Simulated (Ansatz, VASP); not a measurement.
## Ba: VASP beside Ansatz

INCAR

```
  PREC = Accurate
  ENCUT = 520
  EDIFF = 1E-6
  ISMEAR = 0
  SIGMA = 0.02
  LREAL = False
  LASPH = True
  NELM = 100
  ALGO = Normal
  ISIF = 2
  LWAVE = False
  LCHARG = False
  GGA = PS
  NBANDS = 11
```

KPOINTS

```
regular mesh
0
Gamma
  7 7 7
```

Contents of POSCAR:

```
Ba
1.0
    4.3116136979      0.0000000000      0.0000000000
   -2.1558068490      3.7339669937      0.0000000000
    0.0000000000      0.0000000000      3.9134133000
Ba
1
Direct
    0.0000000000      0.0000000000      0.0000000000
```

Contents of input.yaml:

```yaml
crystal:
  lattice:
    - [4.3116136979, 0.0, 0.0]
    - [-2.155806849, 3.7339669937, 0.0]
    - [0.0, 0.0, 3.9134133]
  atoms:
    - { symbol: Ba, position: [0.0, 0.0, 0.0] }
kpoints:
  mp_grid: { grid: [7, 7, 7] }
scf:
  occupations: { method: gaussian, width: 0.02 }
hamiltonian:
  xc: pbesol
  pseudopotentials: { kind: all_electron, lapw: { basis_error: 0.001 } }
output:
  forces: true
  stress: true
  eigenvalues: true
```

Alike in both runs: task single point; functional PBEsol; k mesh 7 × 7 × 7; occupations gaussian, width 0.02 eV; no spin polarisation.

|  | VASP | Ansatz |
| --- | --- | --- |
| version | VASP 6.6.1 | Ansatz 0.2.0 |
| potentials or method | VASP PAW PBE potentials, release 64 (Ba_sv), cutoff 520 eV | all-electron LAPW, scalar-relativistic |

|  | VASP | Ansatz | Ansatz less VASP |
| --- | --- | --- | --- |
| gap on the k mesh at the Fermi level (eV) | none | none | - |
| pressure (GPa) | -0.8 | -0.9 | -0.08 |
| traceless stress, the component that is largest in VASP (GPa) | 0.39 | 0.35 | -0.042 |

VASP's potentials were made for PBE, not for PBEsol. A gap of «none» marks a metal or a gap that the smearing closes. Ansatz ran all-electron here, and VASP with PAW potentials.

Neither program's run includes spin-orbit coupling.
